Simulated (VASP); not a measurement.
# Rb2N (Fm-3m) in VASP: single point with PBE

Aim: the single point of Rb2N with PBE.

Everything below comes from runs of VASP 6.6.1. Logs are shortened: lines on timing, memory, paths and dates and some standing lists are left out, and cuts for length are marked.

### 1 The cell of the first run

The structure is cubic, space group Fm-3m (No. 225). Conventional cell: a = 7.165 Å, b = 7.165 Å, c = 7.165 Å, α = 90.00°, β = 90.00°, γ = 90.00°. Rb (site symmetry -43m) has 4 N at 3.10 Å and 6 Rb at 3.58 Å within 4.1 Å. Within 4.1 Å of N (site symmetry m-3m) lie 8 Rb at 3.10 Å.

### 2 Single point, PBE, collinear spin, ferromagnetic start

INCAR

```
SYSTEM = Rb2N
PREC = Accurate ; ENCUT = 520
EDIFF = 1E-7 ; ISMEAR = 0
SIGMA = 0.1 ; LREAL = .False.
LASPH = .True. ; NELM = 150
ALGO = Normal ; ISIF = 2
LWAVE = .False. ; LCHARG = .False.
ISPIN = 2 ; MAGMOM = 0 0 1.09
LORBIT = 11 ; GGA = PE
NBANDS = 22
```

KPOINTS

```
regular mesh
0
Gamma
  12 12 12
  0 0 0
```

POSCAR

```
Rb2N
1.0
    0.0000000000      3.5825322193      3.5825322193
    3.5825322193      0.0000000000      3.5825322193
    3.5825322193      3.5825322193      0.0000000000
Rb N
2 1
Direct
    0.2500000000      0.2500000000      0.2500000000
    0.7500000000      0.7500000000      0.7500000000
    0.0000000000      0.0000000000      0.0000000000
```

Potentials or basis: VASP PAW PBE potentials, release 64 (Rb_sv, N).

On the command line:

```sh
> cat potpaw_PBE.64/Rb_sv/POTCAR potpaw_PBE.64/N/POTCAR > POTCAR
> mpirun -np 1 vasp_std > vasp.out
```

OUTCAR:

```text
SYSTEM = Rb2N
   PREC = Accurate
   ENCUT = 520
   EDIFF = 1E-7
   ISMEAR = 0
   LREAL = .False.
   LASPH = .True.
   NELM = 150
   ISIF = 2
   ISPIN = 2
   LORBIT = 11
   GGA = PE

 ion  position               nearest neighbor table
   1  0.250  0.250  0.250-   3 3.10   3 3.10   3 3.10   3 3.10   2 3.58   2 3.58   2 3.58   2 3.58
                             2 3.58   2 3.58
   2  0.750  0.750  0.750-   3 3.10   3 3.10   3 3.10   3 3.10   1 3.58   1 3.58   1 3.58   1 3.58
                             1 3.58   1 3.58
   3  0.000  0.000  0.000-   1 3.10   2 3.10   2 3.10   2 3.10   2 3.10   1 3.10   1 3.10   1 3.10

  LATTYP: Found a face centered cubic cell.
 ALAT       =     7.1650644386

  Lattice vectors:

 A1 = (   0.0000000000,   3.5825322193,   3.5825322193)
 A2 = (   3.5825322193,   0.0000000000,   3.5825322193)
 A3 = (   3.5825322193,   3.5825322193,   0.0000000000)

Analysis of symmetry for initial positions (statically):
=====================================================================
 Subroutine PRICEL returns:
 Original cell was already a primitive cell.

 Routine SETGRP: Setting up the symmetry group for a
 face centered cubic supercell.

 Subroutine GETGRP returns: Found 48 space group operations
 (whereof 48 operations were pure point group operations)
 out of a pool of 48 trial point group operations.

The static configuration has the point symmetry O_h .

Analysis of symmetry for dynamics (positions and initial velocities):
=====================================================================
 Subroutine PRICEL returns:
 Original cell was already a primitive cell.

 Routine SETGRP: Setting up the symmetry group for a
 face centered cubic supercell.

 Subroutine GETGRP returns: Found 48 space group operations
 (whereof 48 operations were pure point group operations)
 out of a pool of 48 trial point group operations.

The dynamic configuration has the point symmetry O_h .

Analysis of structural, dynamic, and magnetic symmetry:
=====================================================================
 Subroutine PRICEL returns:
 Original cell was already a primitive cell.

 Routine SETGRP: Setting up the symmetry group for a
 face centered cubic supercell.

 Subroutine GETGRP returns: Found 48 space group operations
 (whereof 48 operations were pure point group operations)
 out of a pool of 48 trial point group operations.

The overall configuration has the point symmetry O_h .

 Subroutine INISYM returns: Found 48 space group operations
 (whereof 48 operations are pure point group operations),
 and found     1 'primitive' translations

----------------------------------------------------------------------------------------

                                     Primitive cell

  volume of cell :      91.9603

  direct lattice vectors                    reciprocal lattice vectors
     0.000000000  3.582532219  3.582532219    -0.139566086  0.139566086  0.139566086
     3.582532219  0.000000000  3.582532219     0.139566086 -0.139566086  0.139566086
     3.582532219  3.582532219  0.000000000     0.139566086  0.139566086 -0.139566086

  length of vectors
     5.066465652  5.066465652  5.066465652     0.241735552  0.241735552  0.241735552

  position of ions in fractional coordinates (direct lattice)
     0.250000000  0.250000000  0.250000000
     0.750000000  0.750000000  0.750000000
     0.000000000  0.000000000  0.000000000

  ion indices of the primitive-cell ions
   primitive index   ion index
                 1           1
                 2           2
                 3           3

----------------------------------------------------------------------------------------

 KPOINTS: regular mesh

Automatic generation of k-mesh.
 Grid dimensions read from file:
 generate k-points for:   12   12   12

 Generating k-lattice:

  Cartesian coordinates                     Fractional coordinates (reciprocal lattice)
    -0.011630507  0.011630507  0.011630507     0.083333333  0.000000000  0.000000000
     0.011630507 -0.011630507  0.011630507     0.000000000  0.083333333  0.000000000
     0.011630507  0.011630507 -0.011630507     0.000000000  0.000000000  0.083333333

  Length of vectors
     0.020144629  0.020144629  0.020144629

  Shift w.r.t. Gamma in fractional coordinates (k-lattice)
     0.000000000  0.000000000  0.000000000

 Subroutine IBZKPT returns following result:
 ===========================================

 Found     72 irreducible k-points:

 Following reciprocal coordinates:
            Coordinates               Weight
  0.000000  0.000000  0.000000      1.000000
  0.083333  0.000000  0.000000      8.000000
  0.166667  0.000000  0.000000      8.000000
  0.250000  0.000000  0.000000      8.000000
  0.333333  0.000000  0.000000      8.000000
  0.416667  0.000000  0.000000      8.000000
[... 16 lines left out ...]
  0.500000  0.166667  0.000000     24.000000
 -0.416667  0.166667  0.000000     24.000000
 [... further k-points ...]
   k-points           NKPTS =     72   k-points in BZ     NKDIM =     72   number of bands    NBANDS=     22
   number of dos      NEDOS =    301   number of ions     NIONS =      3
   total plane-waves  NPLWV =  64000
   dimension x,y,z NGX =    40 NGY =   40 NGZ =   40
   dimension x,y,z NGXF=    80 NGYF=   80 NGZF=   80
   ions per type =               2   1
   NGX,Y,Z   is equivalent  to a cutoff of  13.13, 13.13, 13.13 a.u.
   NGXF,Y,Z  is equivalent  to a cutoff of  26.25, 26.25, 26.25 a.u.
 SYSTEM =  Rb2N
   PREC   = accura    normal or accurate (medium, high low for compatibility)
   ISTART =      0    job   : 0-new  1-cont  2-samecut
   ICHARG =      2    charge: 1-file 2-atom 10-const
   ISPIN  =      2    spin polarized calculation?
   LNONCOLLINEAR =      F non collinear calculations
   LSORBIT =      F    spin-orbit coupling
   LASPH  =      T    aspherical Exc in radial PAW
   ENCUT  =  520.0 eV  38.22 Ry    6.18 a.u.   9.42  9.42  9.42*2*pi/ulx,y,z
   NELM   =    150;   NELMIN=  2; NELMDL= -5     # of ELM steps
   EDIFF  = 0.1E-06   stopping-criterion for ELM
   LREAL  =      F    real-space projection
   EDIFFG = 0.1E-05   stopping-criterion for IOM
   NSW    =      0    number of steps for IOM
   IBRION =     -1    ionic relax: 0-MD 1-quasi-New 2-CG
   NFREE  =      0    steps in history (QN), initial steepest desc. (CG)
   ISIF   =      2    stress and relaxation
   ISYM   =      2    0-nonsym 1-usesym 2-fastsym
   POTIM  = 0.5000    time-step for ionic-motion
   TEBEG  =    0.0;   TEEND  =   0.0 temperature during run
   PSTRESS=    0.0 pullay stress
   NELECT =      23.0000    total number of electrons
   NUPDOWN=      -1.0000    fix difference up-down
   EMIN   =  10.00;   EMAX   =-10.00  energy-range for DOS
   EFERMI =   0.00;   METHOD = LEGACY
   ISMEAR =     0;   SIGMA  =   0.10  broadening in eV -4-tet -1-fermi 0-gaus
   EFERMI_NEDOS =   21; number of points for ismear=-14 and -15
   IALGO  =     38    algorithm
   IMIX   =      4    mixing-type and parameters
     AMIX     =   0.40;   BMIX     =  1.00
     AMIX_MAG =   1.60;   BMIX_MAG =  1.00
  volume/ion in A,a.u.               =      30.65       206.86
  Fermi-wavevector in a.u.,A,eV,Ry     =   1.031456  1.949169 14.475256  1.063901
  Thomas-Fermi vector in A             =   2.165605
   LORBIT       =     11    0 simple, 1 ext, 2 COOP (PROOUT), +10 PAW based schemes
   GGA     = PE    functional components
   LHFCALC =     F    Hartree Fock is set to
   AEXX    =    0.0000 exact exchange contribution
   IVDW    =     0    specifies the selected vdW correction
   LEPSILON=     F    determine dielectric tensor
   LRPA    =     F    only Hartree local field effects (RPA)
 spin polarized calculation
 Gauss-broadening in eV      SIGMA  =   0.10
  energy-cutoff  :      520.00
  volume of cell :       91.96
 maximum number of plane-waves:      2505
 NGX is ok and might be reduce to    40
   NGX = 19   NGY = 19   NGZ = 19

 number of electron      22.9999999 magnetization       0.9999997

 Free energy of the ion-electron system (eV)
  ---------------------------------------------------
  ext. energy  EPLUGINS =         0.00000000
  ---------------------------------------------------
  free energy    TOTEN  =        -8.00934956 eV

  energy without entropy =       -7.98410408  energy(sigma->0) =       -7.99672682

 E-fermi :   1.2624     XC(G=0):  -7.8358

 val. band max:        1.2616731826   @ k =   0.4167   0.2500   0.0833
 cond. band min:       1.2726687412   @ k =  -0.2500   0.2500   0.0833
 fundamental gap:      0.0109955586
 Fermi energy:         1.2623581785

 spin component 1

 k-point     1 :       0.0000    0.0000    0.0000
  band No.  band energies     occupation
      1     -26.3582      1.00000
      2     -26.0896      1.00000
      3     -10.7581      1.00000
      4     -10.6639      1.00000
      5     -10.6639      1.00000
      6     -10.6639      1.00000
[... 14 lines left out ...]
     21      11.0884      0.00000
     22      11.3858      0.00000

 k-point     2 :       0.0833    0.0000    0.0000
  band No.  band energies     occupation
      1     -26.3534      1.00000
      2     -26.0940      1.00000
      3     -10.8147      1.00000
      4     -10.6558      1.00000
      5     -10.6550      1.00000
      6     -10.6550      1.00000
[... 14 lines left out ...]
     21      11.0597      0.00000
     22      11.1947      0.00000

 k-point     3 :       0.1667    0.0000    0.0000
  band No.  band energies     occupation
      1     -26.3394      1.00000
      2     -26.1069      1.00000
      3     -10.9516      1.00000
      4     -10.6287      1.00000
      5     -10.6287      1.00000
      6     -10.6212      1.00000
[... 14 lines left out ...]
     21      10.4707      0.00000
     22      10.6864      0.00000
[... 476 lines left out ...]
 k-point    23 :       0.5000    0.1667    0.0000
  band No.  band energies     occupation
      1     -26.2427      1.00000
      2     -26.1980      1.00000
      3     -11.4490      1.00000
      4     -10.6720      1.00000
      5     -10.6097      1.00000
      6     -10.2504      1.00000
[... 14 lines left out ...]
     21       8.9492      0.00000
     22       9.1974      0.00000

 k-point    24 :      -0.4167    0.1667    0.0000
  band No.  band energies     occupation
      1     -26.2288      1.00000
      2     -26.2119      1.00000
      3     -11.4539      1.00000
      4     -10.6802      1.00000
      5     -10.5298      1.00000
      6     -10.3024      1.00000
[... 14 lines left out ...]
     21       8.7378      0.00000
     22       9.1893      0.00000

 [... further k-points ...]

 spin component 2

 k-point     1 :       0.0000    0.0000    0.0000
  band No.  band energies     occupation
      1     -26.3563      1.00000
      2     -26.0870      1.00000
      3     -10.6712      1.00000
      4     -10.6712      1.00000
      5     -10.6712      1.00000
      6      -9.9994      1.00000
[... 14 lines left out ...]
     21      11.1132      0.00000
     22      11.1535      0.00000

 k-point     2 :       0.0833    0.0000    0.0000
  band No.  band energies     occupation
      1     -26.3515      1.00000
      2     -26.0914      1.00000
      3     -10.6677      1.00000
      4     -10.6623      1.00000
      5     -10.6623      1.00000
      6     -10.0819      1.00000
[... 14 lines left out ...]
     21      11.0919      0.00000
     22      11.1859      0.00000

 k-point     3 :       0.1667    0.0000    0.0000
  band No.  band energies     occupation
      1     -26.3375      1.00000
      2     -26.1044      1.00000
      3     -10.6628      1.00000
      4     -10.6355      1.00000
      5     -10.6355      1.00000
      6     -10.2418      1.00000
[... 14 lines left out ...]
     21      10.4734      0.00000
     22      10.7120      0.00000
[... 476 lines left out ...]
 k-point    23 :       0.5000    0.1667    0.0000
  band No.  band energies     occupation
      1     -26.2407      1.00000
      2     -26.1959      1.00000
      3     -10.9962      1.00000
      4     -10.6744      1.00000
      5     -10.6126      1.00000
      6     -10.2069      1.00000
[... 14 lines left out ...]
     21       8.9422      0.00000
     22       9.4555      0.00000

 k-point    24 :      -0.4167    0.1667    0.0000
  band No.  band energies     occupation
      1     -26.2268      1.00000
      2     -26.2098      1.00000
      3     -11.0068      1.00000
      4     -10.6631      1.00000
      5     -10.5320      1.00000
      6     -10.2870      1.00000
[... 14 lines left out ...]
     21       8.7249      0.00000
     22       9.3390      0.00000

 [... further k-points ...]

------------------------ aborting loop because EDIFF is reached ----------------------------------------

  FORCE on cell =-STRESS in cart. coord.  units (eV):
  Direction    XX          YY          ZZ          XY          YZ          ZX
  --------------------------------------------------------------------------------------
  -------------------------------------------------------------------------------------
  Total        0.0289230      0.0289230      0.0289230      0.0000000      0.0000000     -0.0000000
  in kB        0.5039109      0.5039109      0.5039109      0.0000000      0.0000000     -0.0000000
  external PRESSURE =       0.5039109 kB  Pullay stress =       0.0000000 kB

 VOLUME and BASIS-vectors are now :
 -----------------------------------------------------------------------------
  energy-cutoff  :      520.00
  volume of cell :       91.96
      direct lattice vectors                 reciprocal lattice vectors
     0.000000000  3.582532219  3.582532219    -0.139566086  0.139566086  0.139566086
     3.582532219  0.000000000  3.582532219     0.139566086 -0.139566086  0.139566086
     3.582532219  3.582532219  0.000000000     0.139566086  0.139566086 -0.139566086

 POSITION                                       TOTAL-FORCE (eV/Angst)
 -----------------------------------------------------------------------------------
      1.79127      1.79127      1.79127        -0.000000     -0.000000     -0.000000
      5.37380      5.37380      5.37380         0.000000      0.000000      0.000000
      0.00000      0.00000      0.00000         0.000000     -0.000000      0.000000
 -----------------------------------------------------------------------------------
    total drift:                               -0.000000     -0.000000      0.000000

  FREE ENERGIE OF THE ION-ELECTRON SYSTEM (eV)
  ---------------------------------------------------
  free  energy   TOTEN  =        -8.0093495579 eV

  energy  without entropy=       -7.9841040839  energy(sigma->0) =       -7.99672682

 total charge

# of ion       s       p       d       tot
------------------------------------------
    1        1.956   5.326   0.046   7.327
    2        1.956   5.326   0.046   7.327
    3        1.286   2.144   0.000   3.430
--------------------------------------------------
tot          5.198  12.795   0.092  18.085

 magnetization (x)

# of ion       s       p       d       tot
------------------------------------------
    1       -0.005   0.010  -0.002   0.003
    2       -0.005   0.010  -0.002   0.003
    3        0.016   0.654   0.000   0.670
--------------------------------------------------
tot          0.006   0.674  -0.003   0.676
```

It took 5.1 min on 1 thread of AMD EPYC 7R13 (Zen 3), shared host; peak memory 0.38 GiB.

What came out:

- Free energy: -8.0093 eV
- Pressure: 0.1 GPa
- Band gap on the k mesh: zero (filled and empty bands overlap)
- Net moment: 1.00 μB per cell
- Site moments: Rb +0.00; N +0.67 μB
- Valence electrons inside the program's atomic spheres: Rb 7.33; N 3.43

Levels at points of the mesh, in eV from the Fermi level:
Spin up:
```tsv
k point	band 10	band 11	band 12	band 13	band 14	band 15
(0.00, 0.00, 0.00)	-1.37	-1.37	-1.37	0.54	3.67	3.67
(0.50, 0.00, 0.00)	-1.28	-1.08	-1.08	2.55	4.28	4.72
(0.50, 0.50, 0.00)	-1.62	-0.87	-0.87	1.91	4.21	4.27
```
Spin down:
```
           k point  band 7  band 8  band 9  band 10  band 11  band 12  band 13  band 14  band 15  band 16
(0.00, 0.00, 0.00)  -11.26  -11.26  -10.66    -0.40    -0.40    -0.40     0.47     3.65     3.65     5.33
(0.50, 0.00, 0.00)  -11.63  -11.63  -10.14    -0.40     0.00     0.00     2.63     4.34     4.67     4.67
(0.50, 0.50, 0.00)  -11.15  -11.06  -10.19    -0.76     0.27     0.27     1.72     4.24     4.63     4.66
```
